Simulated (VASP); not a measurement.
# Pt9Au7 (P1) in VASP: further runs

Runs on Pt9Au7. Level: PBE. Tasks: single point, relaxation of cell and atoms.

Everything below comes from runs of VASP 6.6.1. Logs are shortened: lines on timing, memory, paths and dates and some standing lists are left out, and cuts for length are marked.

### Step 1. The cell of the first run

The typed cell holds 16 atoms: a = 6.997 Å, b = 6.995 Å, c = 6.997 Å, α = 109.05°, β = 110.29°, γ = 109.08°.

### Step 2. Single point, PBE

INCAR

```
SYSTEM = Pt9Au7
ALGO = Fast ; EDIFF = 1E-7
ENCUT = 520 ; GGA = PE
ISIF = 2 ; ISMEAR = 0
ISYM = 0 ; LASPH = .True.
LCHARG = .False. ; LREAL = Auto
LWAVE = .False. ; NBANDS = 98
NELM = 80 ; PREC = Accurate
SIGMA = 0.1
```

KPOINTS

```
Automatic mesh
0
Gamma
  2 2 2
  0.5 0.5 0.5
```

POSCAR

```
Pt9Au7
1.0
   -4.0606007986      4.0590217854     -3.9985701269
    4.0589138030      4.0572933188      3.9985286560
    4.0613013052     -4.0589803144     -3.9992291625
Pt Au
9 7
Direct
    0.2468888062      1.0012158558      0.7480891809
   -0.0000225380      0.2496040663      0.7496558245
    0.5047731176      1.0012130927      0.5028187510
    0.7531662014      0.4979363100      0.7512422466
    1.0013199317      0.4978654505      0.5026330719
    0.7530345970      1.0010133093      0.2543246994
   -0.0014029979      1.0012874418      0.9964657755
    0.2469765555      0.4980912318      0.2449117222
    0.4952544397      0.4978477496     -0.0034101447
    0.2505198003      0.2496144115      0.4990853596
    0.4999731173      0.7494301661      0.7494919653
    0.4999501554      0.2495089561      0.2497087564
    0.7495150413      0.7483240638      0.4990517207
    1.0000474819      0.7495581513      0.2495459067
    0.7493259939      0.2493941126      1.0002765385
    0.2506835322      0.7508246288      1.0001209814
```

Potentials or basis: VASP PAW PBE potentials, release 64 (Pt, Au).

Command:

```sh
cat potpaw_PBE.64/Pt/POTCAR potpaw_PBE.64/Au/POTCAR > POTCAR
mpirun -np 1 vasp_std > vasp.out
```

OUTCAR:

```text
SYSTEM = Pt9Au7
   EDIFF = 1E-7
   ENCUT = 520
   GGA = PE
   ISIF = 2
   ISMEAR = 0
   ISYM = 0
   LASPH = .True.
   LREAL = Auto
   NELM = 80
   PREC = Accurate

 ion  position               nearest neighbor table
   1  0.247  0.001  0.748-   2 2.82  13 2.83  10 2.83  14 2.84   9 2.85   7 2.85  12 2.86  16 2.86
                            15 2.86  11 2.88   5 2.89   3 2.89
   2  1.000  0.250  0.750-   7 2.82   3 2.82   4 2.82   9 2.82   5 2.82   1 2.82   8 2.82   6 2.82
                            16 2.88  13 2.88  10 2.88  15 2.88
   3  0.505  0.001  0.503-   2 2.82  15 2.84  13 2.84  11 2.84   4 2.85   6 2.85  12 2.86  10 2.86
                            16 2.86  14 2.88   8 2.89   1 2.89
   4  0.753  0.498  0.751-   2 2.82  16 2.84  15 2.84  14 2.84   3 2.85   5 2.85  12 2.86  13 2.86
                            10 2.86  11 2.88   7 2.89   9 2.89
   5  0.001  0.498  0.503-   2 2.82  10 2.84  16 2.84  11 2.84   6 2.85   4 2.85  12 2.86  13 2.86
                            15 2.86  14 2.88   1 2.89   8 2.89
   6  0.753  0.001  0.254-   2 2.82  13 2.83  10 2.83  14 2.84   5 2.85   3 2.85  12 2.86  16 2.86
                            15 2.86  11 2.88   9 2.89   7 2.89
   7  0.999  0.001  0.996-   2 2.82  15 2.83  13 2.84  11 2.84   8 2.85   1 2.85  12 2.86  16 2.86
                            10 2.86  14 2.88   4 2.89   6 2.89
   8  0.247  0.498  0.245-   2 2.82  16 2.83  15 2.84  14 2.84   7 2.85   9 2.85  12 2.86  13 2.86
                            10 2.86  11 2.88   3 2.89   5 2.89
   9  0.495  0.498  0.997-   2 2.82  16 2.84  10 2.84  11 2.84   1 2.85   8 2.85  12 2.86  15 2.86
                            13 2.86  14 2.88   6 2.89   4 2.89
  10  0.251  0.250  0.499-   1 2.83   6 2.83   5 2.84   9 2.84   4 2.86   8 2.86  12 2.86   3 2.86
                             7 2.86  11 2.87  14 2.87   2 2.88
  11  0.500  0.749  0.749-   3 2.84   7 2.84   5 2.84   9 2.84  10 2.87  15 2.87  16 2.87  13 2.87
                             8 2.88   4 2.88   1 2.88   6 2.88
  12  0.500  0.250  0.250-   7 2.86   5 2.86   3 2.86   9 2.86   8 2.86   6 2.86   4 2.86   1 2.86
                            16 2.86  13 2.86  10 2.86  15 2.86
  13  0.750  0.748  0.499-   1 2.83   6 2.83   7 2.84   3 2.84   5 2.86  12 2.86   8 2.86   4 2.86
                             9 2.86  11 2.87  14 2.87   2 2.88
  14  0.000  0.750  0.250-   4 2.84   8 2.84   6 2.84   1 2.84  10 2.87  15 2.87  13 2.87  16 2.87
                             3 2.88   5 2.88   9 2.88   7 2.88
  15  0.749  0.249  0.000-   7 2.83   4 2.84   3 2.84   8 2.84   6 2.86   1 2.86   5 2.86   9 2.86
                            12 2.86  11 2.87  14 2.87   2 2.88
  16  0.251  0.751  0.000-   8 2.83   4 2.84   9 2.84   5 2.84   6 2.86  12 2.86   1 2.86   7 2.86
                             3 2.86  11 2.87  14 2.87   2 2.88

IMPORTANT INFORMATION: All symmetrisations will be switched off!
NOSYMM: (Re-)initialisation of all symmetry stuff for point group C_1.

----------------------------------------------------------------------------------------

                                     Primitive cell

  volume of cell :     263.5524

  direct lattice vectors                    reciprocal lattice vectors
    -4.060600799  4.059021785 -3.998570127     0.000014810  0.123207986 -0.125033755
     4.058913803  4.057293319  3.998528656     0.123175050  0.123234224  0.000011428
     4.061301305 -4.058980314 -3.999229162     0.123138667  0.000024956 -0.125023610

  length of vectors
     6.996620596  6.994615197  6.997379751     0.175538167  0.174237674  0.175482292

  position of ions in fractional coordinates (direct lattice)
     0.246888806  0.001215856  0.748089181
     0.999977462  0.249604066  0.749655825
     0.504773118  0.001213093  0.502818751
     0.753166201  0.497936310  0.751242247
     0.001319932  0.497865451  0.502633072
     0.753034597  0.001013309  0.254324699
[... 8 lines left out ...]
     0.749325994  0.249394113  0.000276539
     0.250683532  0.750824629  0.000120981

  ion indices of the primitive-cell ions
   primitive index   ion index
                 1           1
                 2           2
                 3           3
                 4           4
                 5           5
                 6           6
[... 8 lines left out ...]
                15          15
                16          16

----------------------------------------------------------------------------------------

 KPOINTS: Automatic mesh

Automatic generation of k-mesh.
 Grid dimensions read from file:
 generate k-points for:    2    2    2

 Generating k-lattice:

  Cartesian coordinates                     Fractional coordinates (reciprocal lattice)
     0.000007405  0.061603993 -0.062516878     0.500000000  0.000000000 -0.000000000
     0.061587525  0.061617112  0.000005714     0.000000000  0.500000000 -0.000000000
     0.061569333  0.000012478 -0.062511805     0.000000000  0.000000000  0.500000000

  Length of vectors
     0.087769084  0.087118837  0.087741146

  Shift w.r.t. Gamma in fractional coordinates (k-lattice)
     0.500000000  0.500000000  0.500000000

 Subroutine IBZKPT returns following result:
 ===========================================

 Found      4 irreducible k-points:

 Following reciprocal coordinates:
            Coordinates               Weight
  0.250000  0.250000  0.250000      2.000000
 -0.250000  0.250000  0.250000      2.000000
  0.250000 -0.250000  0.250000      2.000000
 -0.250000 -0.250000  0.250000      2.000000
   k-points           NKPTS =      4   k-points in BZ     NKDIM =      4   number of bands    NBANDS=     98
   number of dos      NEDOS =    301   number of ions     NIONS =     16
   total plane-waves  NPLWV = 157464
   dimension x,y,z NGX =    54 NGY =   54 NGZ =   54
   dimension x,y,z NGXF=   108 NGYF=  108 NGZF=  108
   ions per type =               9   7
   NGX,Y,Z   is equivalent  to a cutoff of  12.83, 12.83, 12.83 a.u.
   NGXF,Y,Z  is equivalent  to a cutoff of  25.66, 25.67, 25.66 a.u.
 SYSTEM =  Pt9Au7
   PREC   = accura    normal or accurate (medium, high low for compatibility)
   ISTART =      0    job   : 0-new  1-cont  2-samecut
   ICHARG =      2    charge: 1-file 2-atom 10-const
   ISPIN  =      1    spin polarized calculation?
   LNONCOLLINEAR =      F non collinear calculations
   LSORBIT =      F    spin-orbit coupling
   LASPH  =      T    aspherical Exc in radial PAW
   ENCUT  =  520.0 eV  38.22 Ry    6.18 a.u.  13.01 13.01 13.01*2*pi/ulx,y,z
   NELM   =     80;   NELMIN=  2; NELMDL= -5     # of ELM steps
   EDIFF  = 0.1E-06   stopping-criterion for ELM
   LREAL  =      T    real-space projection
   EDIFFG = 0.1E-05   stopping-criterion for IOM
   NSW    =      0    number of steps for IOM
   IBRION =     -1    ionic relax: 0-MD 1-quasi-New 2-CG
   NFREE  =      0    steps in history (QN), initial steepest desc. (CG)
   ISIF   =      2    stress and relaxation
   ISYM   =      0    0-nonsym 1-usesym 2-fastsym
   POTIM  = 0.5000    time-step for ionic-motion
   TEBEG  =    0.0;   TEEND  =   0.0 temperature during run
   PSTRESS=    0.0 pullay stress
   NELECT =     167.0000    total number of electrons
   NUPDOWN=      -1.0000    fix difference up-down
   EMIN   =  10.00;   EMAX   =-10.00  energy-range for DOS
   EFERMI =   0.00;   METHOD = LEGACY
   ISMEAR =     0;   SIGMA  =   0.10  broadening in eV -4-tet -1-fermi 0-gaus
   EFERMI_NEDOS =   21; number of points for ismear=-14 and -15
   IALGO  =     68    algorithm
   IMIX   =      4    mixing-type and parameters
     AMIX     =   0.40;   BMIX     =  1.00
     AMIX_MAG =   1.60;   BMIX_MAG =  1.00
  volume/ion in A,a.u.               =      16.47       111.16
  Fermi-wavevector in a.u.,A,eV,Ry     =   1.406127  2.657196 26.901363  1.977194
  Thomas-Fermi vector in A             =   2.528519
   LORBIT       =      0    0 simple, 1 ext, 2 COOP (PROOUT), +10 PAW based schemes
   GGA     = PE    functional components
   LHFCALC =     F    Hartree Fock is set to
   AEXX    =    0.0000 exact exchange contribution
   IVDW    =     0    specifies the selected vdW correction
   LEPSILON=     F    determine dielectric tensor
   LRPA    =     F    only Hartree local field effects (RPA)
 non-spin polarized calculation
 RMM-DIIS sequential band-by-band and
 Gauss-broadening in eV      SIGMA  =   0.10
  energy-cutoff  :      520.00
  volume of cell :      263.55
 maximum number of plane-waves:      7113
 NGX is ok and might be reduce to    54
   NGX = 25   NGY = 25   NGZ = 25

 number of electron     166.9999990 magnetization

 Free energy of the ion-electron system (eV)
  ---------------------------------------------------
  ext. energy  EPLUGINS =         0.00000000
  ---------------------------------------------------
  free energy    TOTEN  =       -76.55778109 eV

  energy without entropy =      -76.46960995  energy(sigma->0) =      -76.51369552

 E-fermi :   9.4153     XC(G=0): -12.9448

 val. band max:        9.3974563365   @ k =  -0.2500   0.2500   0.2500
 cond. band min:       9.4449581862   @ k =   0.2500   0.2500   0.2500
 fundamental gap:      0.0475018497
 Fermi energy:         9.4153071228

 k-point     1 :       0.2500    0.2500    0.2500
  band No.  band energies     occupation
      1       1.9799      2.00000
      2       1.9950      2.00000
      3       1.9963      2.00000
      4       2.0397      2.00000
      5       3.5179      2.00000
      6       3.5408      2.00000
[... 87 lines left out ...]
     94      12.1357      0.00000
     95      12.1463      0.00000

 k-point     2 :      -0.2500    0.2500    0.2500
  band No.  band energies     occupation
      1       0.8678      2.00000
      2       3.0112      2.00000
      3       3.1211      2.00000
      4       3.1280      2.00000
      5       3.1629      2.00000
      6       3.1676      2.00000
[... 87 lines left out ...]
     94      12.9874      0.00000
     95      13.7113      0.00000

 k-point     3 :       0.2500   -0.2500    0.2500
  band No.  band energies     occupation
      1       0.8859      2.00000
      2       3.1088      2.00000
      3       3.1408      2.00000
      4       3.1425      2.00000
      5       3.1641      2.00000
      6       3.1891      2.00000
[... 87 lines left out ...]
     94      13.0731      0.00000
     95      13.7987      0.00000

 k-point     4 :      -0.2500   -0.2500    0.2500
  band No.  band energies     occupation
      1       0.8685      2.00000
      2       3.0116      2.00000
      3       3.1211      2.00000
      4       3.1268      2.00000
      5       3.1632      2.00000
      6       3.1676      2.00000
[... 87 lines left out ...]
     94      12.9934      0.00000
     95      13.7072      0.00000
 [bands above 95 left out]

------------------------ aborting loop because EDIFF is reached ----------------------------------------

  FORCE on cell =-STRESS in cart. coord.  units (eV):
  Direction    XX          YY          ZZ          XY          YZ          ZX
  --------------------------------------------------------------------------------------
  -------------------------------------------------------------------------------------
  Total       -0.5872387     -0.5601396     -0.4206003      0.0549558      0.0017917      0.0220769
  in kB       -3.5699186     -3.4051789     -2.5568972      0.3340851      0.0108922      0.1342091
  external PRESSURE =      -3.1773316 kB  Pullay stress =       0.0000000 kB

 VOLUME and BASIS-vectors are now :
 -----------------------------------------------------------------------------
  energy-cutoff  :      520.00
  volume of cell :      263.55
      direct lattice vectors                 reciprocal lattice vectors
    -4.060600799  4.059021785 -3.998570127     0.000014810  0.123207986 -0.125033755
     4.058913803  4.057293319  3.998528656     0.123175050  0.123234224  0.000011428
     4.061301305 -4.058980314 -3.999229162     0.123138667  0.000024956 -0.125023610

 POSITION                                       TOTAL-FORCE (eV/Angst)
 -----------------------------------------------------------------------------------
      2.04063     -2.02942     -3.97412        -0.001732     -0.001736     -0.000995
     -0.00281      2.02881     -5.99848         0.001178     -0.000245      0.000243
     -0.00266      0.01288     -4.02441        -0.001143      0.006033      0.002298
      2.01379      2.02811     -4.02497        -0.006699      0.000178      0.001794
      4.05678     -0.01483     -0.02469         0.000115     -0.003158     -0.004264
     -2.02077      2.02840     -4.02411         0.000137      0.003011     -0.000438
[... 8 lines left out ...]
     -2.02932      4.05227     -2.00013        -0.005347      0.013747      0.000742
      2.03010      4.06335      1.99933        -0.005298     -0.011809     -0.000901
 -----------------------------------------------------------------------------------
    total drift:                               -0.005955     -0.002199     -0.000795

  FREE ENERGIE OF THE ION-ELECTRON SYSTEM (eV)
  ---------------------------------------------------
  free  energy   TOTEN  =       -76.5577810934 eV

  energy  without entropy=      -76.4696099501  energy(sigma->0) =      -76.51369552
```

Wall time 7.3 min (1 thread of AMD EPYC 7R43 (Zen 3), shared host); peak memory 0.37 GiB.

What came out:

```
Free energy            : -76.5578 eV
Pressure               : -0.3 GPa
Largest force          : 0.015 eV/Å
Band gap on the k mesh : zero (an odd number of electrons rules out a gap without spin polarisation)
```

Forces on the atoms (eV/Å):
```
Pt  -0.002 -0.002 -0.001
Pt   0.001  0.000  0.000
Pt  -0.001  0.006  0.002
Pt  -0.007  0.000  0.002
Pt   0.000 -0.003 -0.004
Pt   0.000  0.003  0.000
Pt   0.003 -0.001 -0.004
Pt  -0.006 -0.005  0.002
Pt   0.000 -0.002  0.002
Au   0.003 -0.005  0.001
Au   0.005  0.000 -0.002
Au   0.002  0.002  0.001
Au   0.010  0.005  0.003
Au   0.002  0.000  0.000
Au  -0.005  0.014  0.001
Au  -0.005 -0.012 -0.001
```

Caveat: the k points lie up to 0.55 Å⁻¹ apart, too coarse for converged energies and pressures of a metal; spin-orbit coupling is left out, which moves the levels of the heavy elements.

### Step 3. Relaxation of cell and atoms, PBE

This run uses another cell than the first one, of 16.65 Å³/atom.

INCAR

```
PREC = Accurate
ENCUT = 600
EDIFF = 1E-7
ISMEAR = 0
SIGMA = 0.1
LREAL = Auto
LASPH = T
NELM = 60
ALGO = Fast
ISIF = 3
LWAVE = F
LCHARG = F
GGA = PE
IBRION = 2
NSW = 70
EDIFFG = -0.04
ISYM = 0
```

KPOINTS is that of step 2.

POSCAR

```
Pt9Au7
1.0
   -4.0534492800      4.0534492800     -4.0534492800
    4.0534492800      4.0534492800      4.0534492800
    4.0534492800     -4.0534492800     -4.0534492800
Pt Au
9 7
Direct
    0.2490733071      0.9991178480      0.7470291007
    0.0024706424      0.2516018179      0.7493005312
    0.4995767897      0.9997296483      0.5004217114
    0.7509127282      0.5001638026      0.7511541620
    0.9951493061      0.5000886832      0.4982568591
    0.7495963731      0.9989344785      0.2479440783
    0.0021593977      0.9982611464      0.9969563877
    0.2514018278      0.5054913069      0.2529868038
    0.4989423401      0.5012791759      0.0072135004
    0.2471830215      0.2493916176      0.4996886601
    0.4997808357      0.7454021520      0.7457589860
    0.4998018983      0.2510038107      0.2494637307
    0.7538638226      0.7519580833      0.5019466826
    0.9994221276      0.7467548789      0.2466699977
    0.7481425426      0.2443634457      0.9993068553
    0.2525262749      0.7491871022      0.9999143090
```

Potentials or basis: VASP PAW PBE potentials, release 64 (Pt, Au).

Command:

```sh
cat potpaw_PBE.64/Pt/POTCAR potpaw_PBE.64/Au/POTCAR > POTCAR
mpirun -np 1 vasp_std > vasp.out
```

Run time: 51 min. Hardware: 1 thread of AMD EPYC 7R43 (Zen 3), shared host; peak memory 0.52 GiB.

The run converged. Its results:

| Item | Value |
| --- | --- |
| Free energy | -76.5593 eV |
| Relaxed volume | 16.45 Å³/atom |
| Relaxed cell | a = 6.993 Å, b = 6.993 Å, c = 6.993 Å, α = 109.01°, β = 110.32°, γ = 109.09° |
| Space group after relaxing (to 0.1 Å) | I4/mmm (No. 139) |
| Energy gained by relaxing | 6.8 meV/atom |
| Ionic steps | 11 |
| Pressure after relaxing | 0.0 GPa |
| Largest force after relaxing | 0.035 eV/Å |
| Band gap on the k mesh | zero (an odd number of electrons rules out a gap without spin polarisation) |

Forces in eV/Å, atoms in the order of the input:
```
Pt   0.017  0.007  0.024
Pt  -0.013  0.013 -0.001
Pt   0.015 -0.008 -0.010
Pt  -0.002  0.007 -0.004
Pt  -0.011 -0.017 -0.015
Pt   0.008  0.021  0.000
Pt   0.000 -0.019  0.026
Pt   0.001  0.009  0.018
Pt   0.009 -0.003  0.034
Au  -0.003 -0.001 -0.012
Au   0.001  0.019 -0.006
Au  -0.022  0.002 -0.011
Au   0.000 -0.016 -0.019
Au  -0.006  0.016 -0.005
Au  -0.002 -0.002  0.000
Au   0.008 -0.027 -0.020
```

Stress tensor (GPa, compression positive):
```
-0.03  0.00  0.00
 0.00 -0.01  0.00
 0.00  0.00  0.12
```

The path:
```csv
step,energy change (eV),largest force (eV/Å),pressure (GPa),volume (Å³)
1,0.0000,0.4951,-2.24,266.40
2,-0.0024,0.3015,4.73,257.52
3,-0.0559,0.4114,1.13,261.82
4,-0.0969,0.1635,0.25,262.93
5,-0.0980,0.1991,0.10,263.15
6,-0.1042,0.1162,-0.26,263.60
7,-0.1054,0.0781,-0.51,263.92
8,-0.1076,0.0780,0.27,262.89
9,-0.1077,0.0778,0.13,263.08
10,-0.1089,0.0447,0.08,263.13
11,-0.1096,0.0352,0.03,263.21
```

Final structure:
```
Pt Au
1.0
    -4.06045    4.05653   -3.99487
     4.06058    4.05670    3.99490
     4.06033   -4.05657   -3.99476
Pt Au
9 7
Cartesian
  2.0375 -2.0281 -3.9740
  4.0596 -2.0288 -1.9980
  -0.0050 0.0133 -4.0161
  2.0144 2.0272 -4.0182
  4.0585 -0.0129 -0.0206
  -2.0209 2.0261 -4.0177
  -0.0035 0.0149 -7.9695
  2.0145 2.0280 0.0226
  4.0554 -0.0143 -3.9755
  2.0253 0.0002 -1.9964
  4.0546 2.0265 -1.9982
  0.0008 2.0284 -1.9974
  2.0260 4.0561 -1.9965
  -0.0045 6.0838 -1.9971
  2.0281 -0.0052 -5.9936
  6.0885 0.0063 -1.9959
```

Levels at points of the mesh, in eV from the Fermi level:
```tsv
k point	band 81	band 82	band 83	band 84	band 85	band 86	band 87	band 88	band 89	band 90
(0.25, 0.25, 0.25)	0.03	0.14	0.14	0.19	2.29	2.30	2.30	2.33	2.55	2.56
```

Caveat: the k points lie up to 0.55 Å⁻¹ apart in the final cell, too coarse for converged energies and pressures of a metal; spin-orbit coupling is left out, which moves the levels of the heavy elements.

The gap in the log of VASP goes by the Fermi energy; the results here count the filled bands.